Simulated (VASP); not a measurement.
# Ga2O3 (P1) in VASP: single point with PBE

Aim: the single point of Ga2O3 with PBE.

Program: VASP 6.6.1. These are calculated values, not measurements. Logs are shortened: lines on timing, memory, paths and dates and some standing lists are left out, and cuts for length are marked.

## 1. The cell of the first run

The typed cell holds 10 atoms: a = 5.399 Å, b = 5.399 Å, c = 5.399 Å, α = 55.86°, β = 55.86°, γ = 55.86°.

## 2. Single point, PBE

File INCAR:

```
SYSTEM = Ga2O3
PREC = Accurate
ENCUT = 520
EDIFF = 1E-7
ISMEAR = 1
SIGMA = 0.05
LREAL = .False.
LASPH = .True.
NELM = 100
ALGO = Normal
ISIF = 2
LWAVE = .False.
LCHARG = .False.
GGA = PE
NELECT = 89.0
NBANDS = 55
```

File KPOINTS:

```
Automatic mesh
0
Gamma
  6 6 6
  0 0 0
```

File POSCAR:

```
Ga2O3
1.0
    2.5287245564      1.4599598033      4.5410352127
   -2.5287245564      1.4599598033      4.5410352127
    0.0000000000     -2.9199196066      4.5410352127
Ga O
4 6
Direct
    0.3724090351      0.3514367989      0.3437604277
    0.1441312461      0.1441312461      0.1441312461
    0.6441312461      0.6441312461      0.6441312461
    0.8558687539      0.8558687539      0.8558687539
    0.5531733332      0.9468266668      0.2500000000
    0.2500000000      0.5531733332      0.9468266668
    0.9468266668      0.2500000000      0.5531733332
    0.4468266668      0.0531733332      0.7500000000
    0.7500000000      0.4468266668      0.0531733332
    0.0531733332      0.7500000000      0.4468266668
```

Potentials or basis: VASP PAW PBE potentials, release 64 (Ga_d, O).

The run is started by

```sh
cat potpaw_PBE.64/Ga_d/POTCAR potpaw_PBE.64/O/POTCAR > POTCAR
mpirun -np 1 vasp_std > vasp.out
```

OUTCAR:

```text
SYSTEM = Ga2O3
   PREC = Accurate
   ENCUT = 520
   EDIFF = 1E-7
   ISMEAR = 1
   LREAL = .False.
   LASPH = .True.
   NELM = 100
   ISIF = 2
   GGA = PE
   NELECT = 89.0

 ion  position               nearest neighbor table
   1  0.372  0.351  0.344-   9 1.89   8 1.97  10 2.00   5 2.07   6 2.09   7 2.16   2 2.89
   2  0.144  0.144  0.144-  10 1.95   8 1.95   9 1.95   7 2.11   6 2.11   5 2.11   1 2.89
   3  0.644  0.644  0.644-   6 1.95   5 1.95   7 1.95   9 2.11  10 2.11   8 2.11   4 2.88
   4  0.856  0.856  0.856-   7 1.95   5 1.95   6 1.95   9 2.11  10 2.11   8 2.11   3 2.88
   5  0.553  0.947  0.250-   3 1.95   4 1.95   1 2.07   2 2.11
   6  0.250  0.553  0.947-   3 1.95   4 1.95   1 2.09   2 2.11
   7  0.947  0.250  0.553-   4 1.95   3 1.95   2 2.11   1 2.16
   8  0.447  0.053  0.750-   2 1.95   1 1.97   3 2.11   4 2.11
   9  0.750  0.447  0.053-   1 1.89   2 1.95   3 2.11   4 2.11
  10  0.053  0.750  0.447-   2 1.95   1 2.00   3 2.11   4 2.11

  LATTYP: Found a trigonal (rhomboedric) cell.
 ALAT       =     5.3987898007
 COS(alpha) =     0.5612266819

  Lattice vectors:

 A1 = (   2.5287245564,   1.4599598033,   4.5410352127)
 A2 = (  -2.5287245564,   1.4599598033,   4.5410352127)
 A3 = (   0.0000000000,  -2.9199196066,   4.5410352127)

Analysis of symmetry for initial positions (statically):
=====================================================================
 Subroutine PRICEL returns:
 Original cell was already a primitive cell.

 Routine SETGRP: Setting up the symmetry group for a
 trigonal (rhombohedral) supercell.

 Subroutine GETGRP returns: Found  1 space group operations
 (whereof  1 operations were pure point group operations)
 out of a pool of 12 trial point group operations.

The static configuration has the point symmetry C_1 .

Analysis of symmetry for dynamics (positions and initial velocities):
=====================================================================
 Subroutine PRICEL returns:
 Original cell was already a primitive cell.

 Routine SETGRP: Setting up the symmetry group for a
 trigonal (rhombohedral) supercell.

 Subroutine GETGRP returns: Found  1 space group operations
 (whereof  1 operations were pure point group operations)
 out of a pool of 12 trial point group operations.

The dynamic configuration has the point symmetry C_1 .

 Subroutine INISYM returns: Found  1 space group operations
 (whereof  1 operations are pure point group operations),
 and found     1 'primitive' translations

[... 118 lines left out ...]
   POTIM  = 0.5000    time-step for ionic-motion
   TEBEG  =    0.0;   TEEND  =   0.0 temperature during run
   PSTRESS=    0.0 pullay stress
   NELECT =      89.0000    total number of electrons
   NUPDOWN=      -1.0000    fix difference up-down
   EMIN   =  10.00;   EMAX   =-10.00  energy-range for DOS
   EFERMI =   0.00;   METHOD = LEGACY
   ISMEAR =     1;   SIGMA  =   0.05  broadening in eV -4-tet -1-fermi 0-gaus
   EFERMI_NEDOS =   21; number of points for ismear=-14 and -15
   IALGO  =     38    algorithm
   IMIX   =      4    mixing-type and parameters
     AMIX     =   0.40;   BMIX     =  1.00
     AMIX_MAG =   1.60;   BMIX_MAG =  1.00
  volume/ion in A,a.u.               =      10.06        67.88
  Fermi-wavevector in a.u.,A,eV,Ry     =   1.571648  2.969984 33.607449  2.470078
  Thomas-Fermi vector in A             =   2.673201
   LORBIT       =      0    0 simple, 1 ext, 2 COOP (PROOUT), +10 PAW based schemes
   GGA     = PE    functional components
   LHFCALC =     F    Hartree Fock is set to
   AEXX    =    0.0000 exact exchange contribution
   IVDW    =     0    specifies the selected vdW correction
   LEPSILON=     F    determine dielectric tensor
   LRPA    =     F    only Hartree local field effects (RPA)
 non-spin polarized calculation
 Methfessel and Paxton  Order N= 1 SIGMA  =   0.05
  energy-cutoff  :      520.00
  volume of cell :      100.59
 maximum number of plane-waves:      2730
   NGX = 21   NGY = 21   NGZ = 21

 number of electron      88.9999997 magnetization

 Free energy of the ion-electron system (eV)
  ---------------------------------------------------
  ext. energy  EPLUGINS =         0.00000000
  ---------------------------------------------------
  free energy    TOTEN  =       -50.55209042 eV

  energy without entropy =      -50.55215678  energy(sigma->0) =      -50.55211254

 E-fermi :   9.6123     XC(G=0): -12.1018

 val. band max:        9.5884689851   @ k =   0.3333   0.5000   0.5000
 cond. band min:       9.6474616723   @ k =  -0.1667  -0.3333   0.1667
 fundamental gap:      0.0589926872
 Fermi energy:         9.6122772111

 k-point     1 :       0.0000    0.0000    0.0000
  band No.  band energies     occupation
      1     -14.5589      2.00000
      2     -12.8309      2.00000
      3     -12.7108      2.00000
      4     -12.6114      2.00000
      5     -12.5016      2.00000
      6     -12.4736      2.00000
[... 1381 lines left out ...]
     54      15.7998      0.00000
     55      15.9448      0.00000

 [... further k-points ...]

------------------------ aborting loop because EDIFF is reached ----------------------------------------

  FORCE on cell =-STRESS in cart. coord.  units (eV):
  Direction    XX          YY          ZZ          XY          YZ          ZX
  --------------------------------------------------------------------------------------
  -------------------------------------------------------------------------------------
  Total       20.5787220     21.6061678     20.1406323      0.0032072      0.3193016      0.4711804
  in kB      327.7784804    344.1436672    320.8005761      0.0510837      5.0858451      7.5049755
  external PRESSURE =     330.9075746 kB  Pullay stress =       0.0000000 kB

 VOLUME and BASIS-vectors are now :
 -----------------------------------------------------------------------------
  energy-cutoff  :      520.00
  volume of cell :      100.59
      direct lattice vectors                 reciprocal lattice vectors
     2.528724556  1.459959803  4.541035213     0.197728139  0.114158394  0.073404701
    -2.528724556  1.459959803  4.541035213    -0.197728139  0.114158394  0.073404701
     0.000000000 -2.919919607  4.541035213     0.000000000 -0.228316788  0.073404701

 POSITION                                       TOTAL-FORCE (eV/Angst)
 -----------------------------------------------------------------------------------
      0.05303      0.05303      4.84804        -0.732950     -0.834318     -0.025312
      0.00000      0.00000      1.96352         0.063564     -0.073690     -0.017981
      0.00000      0.00000      8.77507         0.184395      0.202361     -0.030473
      0.00000      0.00000     11.65959        -0.035645      0.220472      0.023703
     -0.99544      1.45996      7.94681         0.127130      0.029909     -0.017575
     -0.76664     -1.59206      7.94681        -0.007618      0.071237     -0.017221
      1.76208      0.13210      7.94681        -0.025115     -0.049063      0.005041
      0.99544     -1.45996      5.67629        -0.066695      0.053587     -0.026108
      0.76664      1.59206      5.67629         0.236219      0.290550      0.200340
     -1.76208     -0.13210      5.67629         0.256717      0.088955     -0.094414
 -----------------------------------------------------------------------------------
    total drift:                               -0.000686      0.000090     -0.000081

  FREE ENERGIE OF THE ION-ELECTRON SYSTEM (eV)
  ---------------------------------------------------
  free  energy   TOTEN  =       -50.5520904222 eV

  energy  without entropy=      -50.5521567848  energy(sigma->0) =      -50.55211254
```

OSZICAR:

```text
N       E                     dE             d eps       ncg     rms          rms(c)
DAV:   1     0.123238686720E+04    0.12324E+04   -0.40084E+04 14834   0.300E+03
DAV:   2     0.209085191546E+03   -0.10233E+04   -0.96227E+03 12560   0.825E+02
DAV:   3    -0.395706173669E+02   -0.24866E+03   -0.24204E+03 14154   0.262E+02
DAV:   4    -0.595313094389E+02   -0.19961E+02   -0.19668E+02 15650   0.797E+01
DAV:   5    -0.602217941307E+02   -0.69048E+00   -0.68837E+00 15881   0.152E+01    0.181E+01
DAV:   6    -0.504344352579E+02    0.97874E+01   -0.34453E+01 22178   0.584E+01    0.457E+00
DAV:   7    -0.505998103869E+02   -0.16538E+00   -0.30913E+00 13852   0.102E+01    0.319E+00
DAV:   8    -0.505850656398E+02    0.14745E-01   -0.53037E-01 18487   0.560E+00    0.135E+00
DAV:   9    -0.505507192459E+02    0.34346E-01   -0.19484E-01 19176   0.496E+00    0.183E-01
DAV:  10    -0.505517574259E+02   -0.10382E-02   -0.11615E-02 15487   0.135E+00    0.672E-02
DAV:  11    -0.505520536855E+02   -0.29626E-03   -0.14872E-03 17600   0.622E-01    0.186E-02
DAV:  12    -0.505520896237E+02   -0.35938E-04   -0.23500E-04 15485   0.143E-01    0.152E-02
DAV:  13    -0.505520905057E+02   -0.88197E-06   -0.26524E-05 16656   0.100E-01    0.585E-03
DAV:  14    -0.505520902877E+02    0.21801E-06   -0.61253E-06 15353   0.393E-02    0.180E-03
DAV:  15    -0.505520903347E+02   -0.47001E-07   -0.17011E-06 15320   0.170E-02    0.950E-04
DAV:  16    -0.505520904222E+02   -0.87484E-07   -0.45027E-07 12092   0.148E-02
   1 F= -.50552090E+02 E0= -.50552113E+02  d E =0.663626E-04
```

It took 13 min on 1 thread of Intel Xeon Platinum 8259CL at 2.50GHz (Skylake/Cascade Lake), shared host; peak memory 0.55 GiB.

What came out:

* Free energy: -50.5521 eV
* Largest force: 1.111 eV/Å

Forces in eV/Å, atoms in the order of the input:
```
Ga  -0.733 -0.834 -0.025
Ga   0.064 -0.074 -0.018
Ga   0.184  0.202 -0.030
Ga  -0.036  0.220  0.024
O    0.127  0.030 -0.018
O   -0.008  0.071 -0.017
O   -0.025 -0.049  0.005
O   -0.067  0.054 -0.026
O    0.236  0.291  0.200
O    0.257  0.089 -0.094
```

Caveat: the cell carries a net charge on a neutralising background, which shifts energy and pressure; the cell is charged against a uniform background, so pressure and absolute levels hang on convention; an odd number of electrons without spin polarisation forces a metal; a magnetic or distorted state may lie lower.
